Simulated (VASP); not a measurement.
# Cd (P6_3/mmc) in VASP: single point with LDA

Aim: the single point of Cd with LDA.

All numbers are computed with VASP 6.6.1; they aren't measurements. Logs are shortened: lines on timing, memory, paths and dates and some standing lists are left out, and cuts for length are marked.

### 1 The cell of the first run

Symmetry: P6_3/mmc, No. 194, hexagonal system. Conventional cell: a = 2.897 Å, b = 2.897 Å, c = 5.531 Å, α = 90.00°, β = 90.00°, γ = 120.00°. Within 3.8 Å of Cd (site symmetry -6m2) lie 12 Cd at 2.90 to 3.23 Å.

### 2 Single point, LDA

File INCAR:

```
SYSTEM = Cd
  PREC = Accurate
  ENCUT = 520
  EDIFF = 1E-7
  ISMEAR = -1
  SIGMA = 0.05
  LREAL = .False.
  LASPH = .True.
  NELM = 60
  ALGO = Normal
  ISIF = 2
  LWAVE = .False.
  LCHARG = .True.
  GGA = CA
  LELF = .True.
  LVHAR = .True.
  NBANDS = 19
```

File KPOINTS:

```
regular mesh
0
Gamma
  18 18 8
  0 0 0
```

File POSCAR:

```
Cd
1.0
    2.8968943067      0.0000000000      0.0000000000
   -1.4484471533      2.5087840617      0.0000000000
    0.0000000000      0.0000000000      5.5314324675
Cd
2
Direct
    0.3333333333      0.6666666667      0.2500000000
    0.6666666667      0.3333333333      0.7500000000
```

Potentials or basis: VASP PAW LDA potentials, release 64 (Cd).

The run is started by

```bash
cat potpaw_LDA.64/Cd/POTCAR > POTCAR
mpirun -np 1 vasp_std > vasp.out
```

OUTCAR:

```text
SYSTEM = Cd
   PREC = Accurate
   ENCUT = 520
   EDIFF = 1E-7
   ISMEAR = -1
   LREAL = .False.
   LASPH = .True.
   NELM = 60
   ISIF = 2
   GGA = CA

 ion  position               nearest neighbor table
   1  0.333  0.667  0.250-   2 3.23   2 3.23   2 3.23   2 3.23   2 3.23   2 3.23
   2  0.667  0.333  0.750-   1 3.23   1 3.23   1 3.23   1 3.23   1 3.23   1 3.23

  LATTYP: Found a hexagonal cell.
 ALAT       =     2.8968943067
 C/A-ratio  =     1.9094353752

  Lattice vectors:

 A1 = (   2.8968943067,   0.0000000000,   0.0000000000)
 A2 = (  -1.4484471533,   2.5087840617,   0.0000000000)
 A3 = (   0.0000000000,   0.0000000000,   5.5314324675)

Analysis of symmetry for initial positions (statically):
=====================================================================
 Subroutine PRICEL returns:
 Original cell was already a primitive cell.

 Routine SETGRP: Setting up the symmetry group for a
 hexagonal supercell.

 Subroutine GETGRP returns: Found 24 space group operations
 (whereof 12 operations were pure point group operations)
 out of a pool of 24 trial point group operations.

The static configuration has the point symmetry D_3d.
 The point group associated with its full space group is D_6h.

Analysis of symmetry for dynamics (positions and initial velocities):
=====================================================================
 Subroutine PRICEL returns:
 Original cell was already a primitive cell.

 Routine SETGRP: Setting up the symmetry group for a
 hexagonal supercell.

 Subroutine GETGRP returns: Found 24 space group operations
 (whereof 12 operations were pure point group operations)
 out of a pool of 24 trial point group operations.

The dynamic configuration has the point symmetry D_3d.
 The point group associated with its full space group is D_6h.

 Subroutine INISYM returns: Found 24 space group operations
 (whereof 12 operations are pure point group operations),
 and found     1 'primitive' translations

----------------------------------------------------------------------------------------

                                     Primitive cell

  volume of cell :      40.2007

  direct lattice vectors                    reciprocal lattice vectors
     2.896894307  0.000000000  0.000000000     0.345197268  0.199299736  0.000000000
[... 76 lines left out ...]
 SYSTEM =  Cd
   PREC   = accura    normal or accurate (medium, high low for compatibility)
   ISTART =      0    job   : 0-new  1-cont  2-samecut
   ICHARG =      2    charge: 1-file 2-atom 10-const
   ISPIN  =      1    spin polarized calculation?
   LNONCOLLINEAR =      F non collinear calculations
   LSORBIT =      F    spin-orbit coupling
   LASPH  =      T    aspherical Exc in radial PAW
   ENCUT  =  520.0 eV  38.22 Ry    6.18 a.u.   5.39  5.39 10.28*2*pi/ulx,y,z
   NELM   =     60;   NELMIN=  2; NELMDL= -5     # of ELM steps
   EDIFF  = 0.1E-06   stopping-criterion for ELM
   LREAL  =      F    real-space projection
   EDIFFG = 0.1E-05   stopping-criterion for IOM
   NSW    =      0    number of steps for IOM
   IBRION =     -1    ionic relax: 0-MD 1-quasi-New 2-CG
   NFREE  =      0    steps in history (QN), initial steepest desc. (CG)
   ISIF   =      2    stress and relaxation
   ISYM   =      2    0-nonsym 1-usesym 2-fastsym
   POTIM  = 0.5000    time-step for ionic-motion
   TEBEG  =    0.0;   TEEND  =   0.0 temperature during run
   PSTRESS=    0.0 pullay stress
   NELECT =      24.0000    total number of electrons
   NUPDOWN=      -1.0000    fix difference up-down
   EMIN   =  10.00;   EMAX   =-10.00  energy-range for DOS
   EFERMI =   0.00;   METHOD = LEGACY
   ISMEAR =    -1;   SIGMA  =   0.05  broadening in eV -4-tet -1-fermi 0-gaus
   EFERMI_NEDOS =   21; number of points for ismear=-14 and -15
   IALGO  =     38    algorithm
   IMIX   =      4    mixing-type and parameters
     AMIX     =   0.40;   BMIX     =  1.00
     AMIX_MAG =   1.60;   BMIX_MAG =  1.00
  volume/ion in A,a.u.               =      20.10       135.64
  Fermi-wavevector in a.u.,A,eV,Ry     =   1.378481  2.604951 25.853918  1.900209
  Thomas-Fermi vector in A             =   2.503538
   LORBIT       =      0    0 simple, 1 ext, 2 COOP (PROOUT), +10 PAW based schemes
   GGA     = CA    functional components
   LHFCALC =     F    Hartree Fock is set to
   AEXX    =    0.0000 exact exchange contribution
   IVDW    =     0    specifies the selected vdW correction
   LEPSILON=     F    determine dielectric tensor
   LRPA    =     F    only Hartree local field effects (RPA)
 non-spin polarized calculation
  energy-cutoff  :      520.00
  volume of cell :       40.20
 maximum number of plane-waves:      1112
 NGX is ok and might be reduce to    24
   NGX = 11   NGY = 11   NGZ = 21

 number of electron      24.0000014 magnetization

 Free energy of the ion-electron system (eV)
  ---------------------------------------------------
  ext. energy  EPLUGINS =         0.00000000
  ---------------------------------------------------
  free energy    TOTEN  =        -3.04354714 eV

  energy without entropy =       -3.04024790  energy(sigma->0) =       -3.04189752

 E-fermi :   3.3528     XC(G=0): -11.7498

 val. band max:        3.3389332868   @ k =   0.2222   0.0556   0.1250
 cond. band min:       3.3596524388   @ k =   0.3333   0.2778   0.5000
 fundamental gap:      0.0207191520
 Fermi energy:         3.3527621484

 k-point     1 :       0.0000    0.0000    0.0000
  band No.  band energies     occupation
      1      -6.9418      2.00000
      2      -6.6757      2.00000
      3      -6.1495      2.00000
      4      -6.1495      2.00000
      5      -6.0921      2.00000
      6      -6.0921      2.00000
[... 505 lines left out ...]
      6      -5.7684      2.00000
[... 11 lines left out ...]
     18      14.8335      0.00000
     19      15.5547      0.00000

 [... further k-points ...]
[... 5 lines left out ...]
  --------------------------------------------------------------------------------------
  -------------------------------------------------------------------------------------
  Total        0.2233349      0.2233349      0.0986301      0.0000000      0.0000000      0.0000000
  in kB        8.9008946      8.9008946      3.9308516      0.0000000      0.0000000      0.0000000
  external PRESSURE =       7.2442136 kB  Pullay stress =       0.0000000 kB

 VOLUME and BASIS-vectors are now :
 -----------------------------------------------------------------------------
  energy-cutoff  :      520.00
  volume of cell :       40.20
      direct lattice vectors                 reciprocal lattice vectors
     2.896894307  0.000000000  0.000000000     0.345197268  0.199299736  0.000000000
    -1.448447153  2.508784062  0.000000000     0.000000000  0.398599471  0.000000000
     0.000000000  0.000000000  5.531432468     0.000000000  0.000000000  0.180784997

 POSITION                                       TOTAL-FORCE (eV/Angst)
 -----------------------------------------------------------------------------------
     -0.00000      1.67252      1.38286         0.000000      0.000000      0.000000
      1.44845      0.83626      4.14857        -0.000000      0.000000     -0.000000
 -----------------------------------------------------------------------------------
    total drift:                               -0.000000      0.000000      0.000000

  FREE ENERGIE OF THE ION-ELECTRON SYSTEM (eV)
  ---------------------------------------------------
  free  energy   TOTEN  =        -3.0435471411 eV

  energy  without entropy=       -3.0402479016  energy(sigma->0) =       -3.04189752
```

Wall time 30 s (1 thread of Intel Xeon 6975P-C (Granite Rapids), shared host); peak memory 0.22 GiB.

What came out:

| Property | Result |
| --- | --- |
| Free energy | -3.0435 eV |
| Pressure | 0.7 GPa |
| Band gap on the k mesh | zero (band 12 reaches 4.95 eV, above the bottom of band 13 at 0.12 eV) |

Levels at points of the mesh, in eV from the Fermi level:
| k point | band 9 | band 10 | band 11 | band 12 | band 13 | band 14 | band 15 | band 16 |
| --- | --- | --- | --- | --- | --- | --- | --- | --- |
| (0.00, 0.00, 0.00) | -8.85 | -8.57 | -8.57 | -3.50 | -3.23 | 10.52 | 14.88 | 15.29 |
| (0.50, 0.00, 0.00) | -8.26 | -8.23 | -2.59 | -1.91 | 1.94 | 2.99 | 3.38 | 5.42 |
| (0.00, 0.00, 0.50) | -8.69 | -8.69 | -7.89 | -7.89 | 3.62 | 3.62 | 15.21 | 15.21 |
| (0.50, 0.00, 0.50) | -8.24 | -8.24 | -1.81 | -1.81 | 0.20 | 0.20 | 8.17 | 8.17 |
